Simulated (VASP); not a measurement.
## PtSe2: phonons with PBE+D3(BJ)

PtSe2:

```
Pt Se
1.0
     3.77190    0.00000    0.00000
    -1.88595    3.26656    0.00000
     0.00000    0.00000    4.81992
Pt Se
1 2
Direct
  0.00000 0.00000 0.00000
  0.33333 0.66667 0.26568
  0.66667 0.33333 0.73432
```

* Program: VASP 6.6.1
* Task: phonons
* Functional: PBE
* Dispersion: D3(BJ)
* Potentials or basis: VASP PAW PBE potentials, release 64 (Pt, Se)
* Cutoff: 500 eV
* k mesh: 15 × 15 × 10
* Occupations: gaussian, width 0.3 eV
* Spin: no spin polarisation
* Dipole correction: no
* Further INCAR settings: ALGO = Normal; EDIFF = 1e-08; NBANDS = 18; IBRION = 6; POTIM = 0.015; NSW = 1

- Highest phonon frequency at Γ, LO-TO splitting left out: 215 cm⁻¹
- Dispersion energy per atom: -0.490 eV

Phonon frequencies in cm⁻¹ (negative: imaginary):
```csv
q point,frequencies
"(0.000, 0.000, 0.000)",0 0 0 157 157 203 212 212 215
```

Run time: 18 min on 1 thread of Intel(R) Xeon(R) 6975P-C (Granite Rapids), on a shared host, peak memory 1.6 GiB.

Caveat: so wide a smearing shifts energies and pressures.
